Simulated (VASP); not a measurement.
# Ti2O (P-3m1) in VASP: notebook

Ti2O is run at these levels: PBEsol; tasks: single point.

Everything below comes from runs of VASP 6.6.1. Logs are shortened: lines on timing, memory, paths and dates and some standing lists are left out, and cuts for length are marked.

## 1. The cell of the first run

Symmetry: P-3m1, No. 164, trigonal system. The conventional cell has a = 2.977 Å, b = 2.977 Å, c = 4.805 Å, α = 90.00°, β = 90.00°, γ = 120.00°. Within 3.0 Å of Ti (site symmetry 3m) lie 3 O at 2.18 Å and 9 Ti at 2.73 to 2.98 Å. O (site symmetry -3m) has 6 Ti at 2.18 Å and 6 O at 2.98 Å within 3.0 Å.

## 2. Single point, PBEsol

Input file INCAR:

```
SYSTEM = Ti2O
PREC = Accurate
ENCUT = 520
EDIFF = 1E-6
ISMEAR = 0
SIGMA = 0.1
LREAL = .FALSE.
LASPH = .TRUE.
NELM = 80
ALGO = Normal
ISIF = 2
LWAVE = .FALSE.
LCHARG = .FALSE.
GGA = PS
NBANDS = 22
```

Input file KPOINTS:

```
Automatic mesh
0
G
  18 18 10
  0 0 0
```

Input file POSCAR:

```
Ti2O
1.0
    2.9766556588      0.0000000000      0.0000000000
   -1.4883278294      2.5778594189      0.0000000000
    0.0000000000      0.0000000000      4.8054352321
Ti O
2 1
Direct
    0.6666666667      0.3333333333      0.2787400000
    0.3333333333      0.6666666667      0.7212600000
    0.0000000000      0.0000000000      0.0000000000
```

Potentials or basis: VASP PAW PBE potentials, release 64 (Ti_sv, O).

Command:

```bash
$ cat potpaw_PBE.64/Ti_sv/POTCAR potpaw_PBE.64/O/POTCAR > POTCAR
$ mpirun -np 1 vasp_std > vasp.out
```

OUTCAR:

```text
SYSTEM = Ti2O
   PREC = Accurate
   ENCUT = 520
   EDIFF = 1E-6
   ISMEAR = 0
   LREAL = .FALSE.
   LASPH = .TRUE.
   NELM = 80
   ISIF = 2
   GGA = PS

 ion  position               nearest neighbor table
   1  0.667  0.333  0.279-   3 2.18   3 2.18   3 2.18   2 2.73   2 2.73   2 2.73
   2  0.333  0.667  0.721-   3 2.18   3 2.18   3 2.18   1 2.73   1 2.73   1 2.73
   3  0.000  0.000  0.000-   1 2.18   2 2.18   1 2.18   2 2.18   1 2.18   2 2.18

  LATTYP: Found a hexagonal cell.
 ALAT       =     2.9766556588
 C/A-ratio  =     1.6143739092

  Lattice vectors:

 A1 = (   2.9766556588,   0.0000000000,   0.0000000000)
 A2 = (  -1.4883278294,   2.5778594189,   0.0000000000)
 A3 = (   0.0000000000,   0.0000000000,   4.8054352321)

Analysis of symmetry for initial positions (statically):
=====================================================================
 Subroutine PRICEL returns:
 Original cell was already a primitive cell.

 Routine SETGRP: Setting up the symmetry group for a
 hexagonal supercell.

 Subroutine GETGRP returns: Found 12 space group operations
 (whereof 12 operations were pure point group operations)
 out of a pool of 24 trial point group operations.

The static configuration has the point symmetry D_3d.

Analysis of symmetry for dynamics (positions and initial velocities):
=====================================================================
 Subroutine PRICEL returns:
 Original cell was already a primitive cell.

 Routine SETGRP: Setting up the symmetry group for a
 hexagonal supercell.

 Subroutine GETGRP returns: Found 12 space group operations
 (whereof 12 operations were pure point group operations)
 out of a pool of 24 trial point group operations.

The dynamic configuration has the point symmetry D_3d.

 Subroutine INISYM returns: Found 12 space group operations
 (whereof 12 operations are pure point group operations),
 and found     1 'primitive' translations

----------------------------------------------------------------------------------------

                                     Primitive cell

  volume of cell :      36.8740

  direct lattice vectors                    reciprocal lattice vectors
     2.976655659  0.000000000  0.000000000     0.335947491  0.193959374  0.000000000
    -1.488327829  2.577859419  0.000000000     0.000000000  0.387918749  0.000000000
     0.000000000  0.000000000  4.805435232     0.000000000  0.000000000  0.208097696

  length of vectors
     2.976655659  2.976655659  4.805435232     0.387918749  0.387918749  0.208097696

  position of ions in fractional coordinates (direct lattice)
     0.666666667  0.333333333  0.278740000
     0.333333333  0.666666667  0.721260000
     0.000000000  0.000000000  0.000000000

  ion indices of the primitive-cell ions
   primitive index   ion index
                 1           1
                 2           2
                 3           3

----------------------------------------------------------------------------------------

 KPOINTS: Automatic mesh

Automatic generation of k-mesh.
 Grid dimensions read from file:
 generate k-points for:   18   18   10

 Generating k-lattice:

  Cartesian coordinates                     Fractional coordinates (reciprocal lattice)
     0.018663749  0.010775521  0.000000000     0.055555556  0.000000000  0.000000000
     0.000000000  0.021551042  0.000000000     0.000000000  0.055555556  0.000000000
     0.000000000  0.000000000  0.020809770     0.000000000  0.000000000  0.100000000

  Length of vectors
     0.021551042  0.021551042  0.020809770

  Shift w.r.t. Gamma in fractional coordinates (k-lattice)
     0.000000000  0.000000000  0.000000000

 Subroutine IBZKPT returns following result:
 ===========================================

 Found    330 irreducible k-points:

 Following reciprocal coordinates:
            Coordinates               Weight
  0.000000  0.000000  0.000000      1.000000
  0.055556  0.000000  0.000000      6.000000
  0.111111  0.000000  0.000000      6.000000
  0.166667 -0.000000  0.000000      6.000000
  0.222222  0.000000  0.000000      6.000000
  0.277778  0.000000  0.000000      6.000000
[... 16 lines left out ...]
  0.333333  0.111111  0.000000     12.000000
  0.388889  0.111111  0.000000     12.000000
 [... further k-points ...]
   k-points           NKPTS =    330   k-points in BZ     NKDIM =    330   number of bands    NBANDS=     22
   number of dos      NEDOS =    301   number of ions     NIONS =      3
   total plane-waves  NPLWV =  20736
   dimension x,y,z NGX =    24 NGY =   24 NGZ =   36
   dimension x,y,z NGXF=    48 NGYF=   48 NGZF=   72
   ions per type =               2   1
   NGX,Y,Z   is equivalent  to a cutoff of  13.40, 13.40, 12.45 a.u.
   NGXF,Y,Z  is equivalent  to a cutoff of  26.81, 26.81, 24.91 a.u.
 SYSTEM =  Ti2O
   PREC   = accura    normal or accurate (medium, high low for compatibility)
   ISTART =      0    job   : 0-new  1-cont  2-samecut
   ICHARG =      2    charge: 1-file 2-atom 10-const
   ISPIN  =      1    spin polarized calculation?
   LNONCOLLINEAR =      F non collinear calculations
   LSORBIT =      F    spin-orbit coupling
   LASPH  =      T    aspherical Exc in radial PAW
   ENCUT  =  520.0 eV  38.22 Ry    6.18 a.u.   5.53  5.53  8.93*2*pi/ulx,y,z
   NELM   =     80;   NELMIN=  2; NELMDL= -5     # of ELM steps
   EDIFF  = 0.1E-05   stopping-criterion for ELM
   LREAL  =      F    real-space projection
   EDIFFG = 0.1E-04   stopping-criterion for IOM
   NSW    =      0    number of steps for IOM
   IBRION =     -1    ionic relax: 0-MD 1-quasi-New 2-CG
   NFREE  =      0    steps in history (QN), initial steepest desc. (CG)
   ISIF   =      2    stress and relaxation
   ISYM   =      2    0-nonsym 1-usesym 2-fastsym
   POTIM  = 0.5000    time-step for ionic-motion
   TEBEG  =    0.0;   TEEND  =   0.0 temperature during run
   PSTRESS=    0.0 pullay stress
   NELECT =      30.0000    total number of electrons
   NUPDOWN=      -1.0000    fix difference up-down
   EMIN   =  10.00;   EMAX   =-10.00  energy-range for DOS
   EFERMI =   0.00;   METHOD = LEGACY
   ISMEAR =     0;   SIGMA  =   0.10  broadening in eV -4-tet -1-fermi 0-gaus
   EFERMI_NEDOS =   21; number of points for ismear=-14 and -15
   IALGO  =     38    algorithm
   IMIX   =      4    mixing-type and parameters
     AMIX     =   0.40;   BMIX     =  1.00
     AMIX_MAG =   1.60;   BMIX_MAG =  1.00
  volume/ion in A,a.u.               =      12.29        82.95
  Fermi-wavevector in a.u.,A,eV,Ry     =   1.528299  2.888067 31.779108  2.335699
  Thomas-Fermi vector in A             =   2.636077
   LORBIT       =      0    0 simple, 1 ext, 2 COOP (PROOUT), +10 PAW based schemes
   GGA     = PS    functional components
   LHFCALC =     F    Hartree Fock is set to
   AEXX    =    0.0000 exact exchange contribution
   IVDW    =     0    specifies the selected vdW correction
   LEPSILON=     F    determine dielectric tensor
   LRPA    =     F    only Hartree local field effects (RPA)
 non-spin polarized calculation
 Gauss-broadening in eV      SIGMA  =   0.10
  energy-cutoff  :      520.00
  volume of cell :       36.87
 maximum number of plane-waves:      1026
 NGX is ok and might be reduce to    24
   NGX = 11   NGY = 11   NGZ = 17

 number of electron      29.9999999 magnetization

 Free energy of the ion-electron system (eV)
  ---------------------------------------------------
  ext. energy  EPLUGINS =         0.00000000
  ---------------------------------------------------
  free energy    TOTEN  =       -27.50384676 eV

  energy without entropy =      -27.49938408  energy(sigma->0) =      -27.50161542

 E-fermi :   9.6124     XC(G=0): -12.4025

 val. band max:        9.6057881968   @ k =   0.0556   0.0000   0.5000
 cond. band min:       9.6135155583   @ k =   0.1111   0.0556   0.0000
 fundamental gap:      0.0077273615
 Fermi energy:         9.6124190794

 k-point     1 :       0.0000    0.0000    0.0000
  band No.  band energies     occupation
      1     -47.4233      2.00000
      2     -47.2768      2.00000
      3     -24.1635      2.00000
      4     -23.5204      2.00000
      5     -23.5204      2.00000
      6     -23.4234      2.00000
[... 14 lines left out ...]
     21      10.8584      0.00000
     22      13.4417      0.00000

 k-point     2 :       0.0556    0.0000    0.0000
  band No.  band energies     occupation
      1     -47.4203      2.00000
      2     -47.2758      2.00000
      3     -24.1556      2.00000
      4     -23.5395      2.00000
      5     -23.5253      2.00000
      6     -23.4282      2.00000
[... 14 lines left out ...]
     21      10.9729      0.00000
     22      13.2289      0.00000

 k-point     3 :       0.1111    0.0000    0.0000
  band No.  band energies     occupation
      1     -47.4117      2.00000
      2     -47.2731      2.00000
      3     -24.1325      2.00000
      4     -23.5886      2.00000
      5     -23.5393      2.00000
      6     -23.4712      2.00000
[... 14 lines left out ...]
     21      11.2166      0.00000
     22      12.8638      0.00000

 k-point     4 :       0.1667   -0.0000    0.0000
  band No.  band energies     occupation
      1     -47.3982      2.00000
      2     -47.2691      2.00000
      3     -24.0963      2.00000
      4     -23.6576      2.00000
      5     -23.5598      2.00000
      6     -23.5347      2.00000
[... 14 lines left out ...]
     21      11.4989      0.00000
     22      12.5580      0.00000

 k-point     5 :       0.2222    0.0000    0.0000
  band No.  band energies     occupation
      1     -47.3811      2.00000
      2     -47.2648      2.00000
      3     -24.0506      2.00000
      4     -23.7393      2.00000
      5     -23.6075      2.00000
      6     -23.5840      2.00000
[... 417 lines left out ...]
 k-point    22 :       0.2778    0.1111    0.0000
  band No.  band energies     occupation
      1     -47.3374      2.00000
      2     -47.2584      2.00000
      3     -23.9467      2.00000
      4     -23.8940      2.00000
      5     -23.7662      2.00000
      6     -23.6244      2.00000
[... 14 lines left out ...]
     21      12.4538      0.00000
     22      12.9955      0.00000

 k-point    23 :       0.3333    0.1111    0.0000
  band No.  band energies     occupation
      1     -47.3207      2.00000
      2     -47.2586      2.00000
      3     -23.9639      2.00000
      4     -23.9201      2.00000
      5     -23.7643      2.00000
      6     -23.6554      2.00000
[... 14 lines left out ...]
     21      12.6556      0.00000
     22      12.9610      0.00000

 k-point    24 :       0.3889    0.1111    0.0000
  band No.  band energies     occupation
      1     -47.3081      2.00000
      2     -47.2603      2.00000
      3     -24.0026      2.00000
      4     -23.9222      2.00000
      5     -23.7369      2.00000
      6     -23.6804      2.00000
[... 14 lines left out ...]
     21      12.7272      0.00000
     22      12.9508      0.00000

 [... further k-points ...]
[... 5 lines left out ...]
  --------------------------------------------------------------------------------------
  -------------------------------------------------------------------------------------
  Total       -1.8042267     -1.8042267     -0.9314819      0.0000000     -0.0000000      0.0000000
  in kB      -78.3936929    -78.3936929    -40.4729114      0.0000000     -0.0000000      0.0000000
  external PRESSURE =     -65.7534324 kB  Pullay stress =       0.0000000 kB

 VOLUME and BASIS-vectors are now :
 -----------------------------------------------------------------------------
  energy-cutoff  :      520.00
  volume of cell :       36.87
      direct lattice vectors                 reciprocal lattice vectors
     2.976655659  0.000000000  0.000000000     0.335947491  0.193959374  0.000000000
    -1.488327829  2.577859419  0.000000000     0.000000000  0.387918749  0.000000000
     0.000000000  0.000000000  4.805435232     0.000000000  0.000000000  0.208097696

 POSITION                                       TOTAL-FORCE (eV/Angst)
 -----------------------------------------------------------------------------------
      1.48833      0.85929      1.33947        -0.000000      0.000000     -1.225413
     -0.00000      1.71857      3.46597         0.000000     -0.000000      1.225413
      0.00000      0.00000      0.00000        -0.000000      0.000000      0.000000
 -----------------------------------------------------------------------------------
    total drift:                               -0.000000      0.000000      0.000000

  FREE ENERGIE OF THE ION-ELECTRON SYSTEM (eV)
  ---------------------------------------------------
  free  energy   TOTEN  =       -27.5038467595 eV

  energy  without entropy=      -27.4993840772  energy(sigma->0) =      -27.50161542
```

Wall time 98 s (1 thread of Intel Xeon Platinum 8559C (Emerald Rapids), shared host); peak memory 0.34 GiB.

Results:

```
Free energy            : -27.5038 eV
Pressure               : -6.6 GPa
Largest force          : 1.225 eV/Å
Band gap on the k mesh : zero (bands 15 and 16 overlap by 0.88 eV)
```

Forces on the atoms (eV/Å):
```
Ti   0.000  0.000 -1.225
Ti   0.000  0.000  1.225
O    0.000  0.000  0.000
```

Caveat: the cell stands under tension; the PAW data sets were made with another functional, which shifts forces and pressure a little.

## 3. Single point, PBEsol, collinear spin

This run uses another cell than the first one, of 11.60 Å³/atom.

Input file INCAR:

```
SYSTEM = Ti2O
PREC     = Accurate       ! precision mode
ENCUT    = 520            ! plane-wave cutoff, eV
EDIFF    = 1E-6           ! SCF threshold, eV
ISMEAR   = 0              ! smearing method
SIGMA    = 0.1            ! smearing width, eV
LREAL    = .False.        ! projectors in reciprocal space
LASPH    = .True.         ! aspherical terms in the spheres
NELM     = 150            ! most SCF steps
ALGO     = Normal         ! electronic algorithm
ISIF     = 2              ! what is computed and relaxed
LWAVE    = .False.        ! write WAVECAR
LCHARG   = .False.        ! write CHGCAR
ISPIN    = 2              ! spin polarisation
MAGMOM   = 2.5 2.5 0      ! initial moments
LORBIT   = 11             ! projections on sites
LMAXMIX  = 4              ! l up to which the mixer works
GGA      = PS             ! functional
NBANDS   = 26             ! bands
```

Input file KPOINTS:

```
Automatic mesh
0
Gamma
  18 18 10
  0 0 0
```

Input file POSCAR:

```
Ti2O
1.0
    2.9193980238      0.0000000000      0.0000000000
   -1.4596990119      2.5282728524      0.0000000000
    0.0000000000      0.0000000000      4.7130000000
Ti O
2 1
Direct
    0.6666666667      0.3333333333      0.2787400000
    0.3333333333      0.6666666667      0.7212600000
    0.0000000000      0.0000000000      0.0000000000
```

Potentials or basis: VASP PAW PBE potentials, release 64 (Ti_sv, O).

Command:

```bash
$ cat potpaw_PBE.64/Ti_sv/POTCAR potpaw_PBE.64/O/POTCAR > POTCAR
$ mpirun -np 1 vasp_std > vasp.out
```

Wall time 12 min (1 thread of Oxide Virtual Turin-like, shared host); peak memory 0.46 GiB.

It converged, with:

```
Free energy                                           : -27.5179 eV
Pressure                                              : 4.6 GPa
Largest force                                         : 1.280 eV/Å
Band gap on the k mesh                                : zero (filled and empty bands overlap)
Net moment                                            : 0.00 μB per cell
Valence electrons inside the program's atomic spheres : Ti 10.36; O 5.04
```

Forces in eV/Å, atoms in the order of the input:
```
Ti   0.000  0.000 -1.280
Ti   0.000  0.000  1.280
O    0.000  0.000  0.000
```

Stress tensor (GPa, compression positive):
```
2.99 0.00 0.00
0.00 2.99 0.00
0.00 0.00 7.93
```

Levels at points of the mesh, in eV from the Fermi level:
Spin up:
```
           k point  band 11  band 12  band 13  band 14  band 15  band 16  band 17  band 18  band 19  band 20
(0.00, 0.00, 0.00)    -5.77    -5.77    -3.74    -0.43     0.34     0.43     0.43     0.93     0.93     1.34
(0.50, 0.00, 0.00)    -6.95    -6.31    -2.87    -1.40    -0.47     1.23     1.67     2.96     3.05     3.12
(0.00, 0.00, 0.50)    -5.87    -5.87    -2.04    -1.60     0.07     0.07     1.41     1.97     1.97     2.33
(0.50, 0.00, 0.50)    -6.98    -6.20    -1.64    -1.43    -0.64    -0.44     0.79     2.95     3.07     3.24
```
Spin down:
| k point | band 13 | band 14 | band 15 | band 16 | band 17 | band 18 |
| --- | --- | --- | --- | --- | --- | --- |
| (0.00, 0.00, 0.00) | -3.74 | -0.43 | 0.34 | 0.43 | 0.43 | 0.93 |
| (0.50, 0.00, 0.00) | -2.87 | -1.40 | -0.47 | 1.23 | 1.67 | 2.96 |
| (0.00, 0.00, 0.50) | -2.04 | -1.60 | 0.07 | 0.07 | 1.41 | 1.97 |
| (0.50, 0.00, 0.50) | -1.64 | -1.43 | -0.64 | -0.44 | 0.79 | 2.95 |

Caveat: the cell stands under pressure; the PAW data sets were made with another functional, which shifts forces and pressure a little.
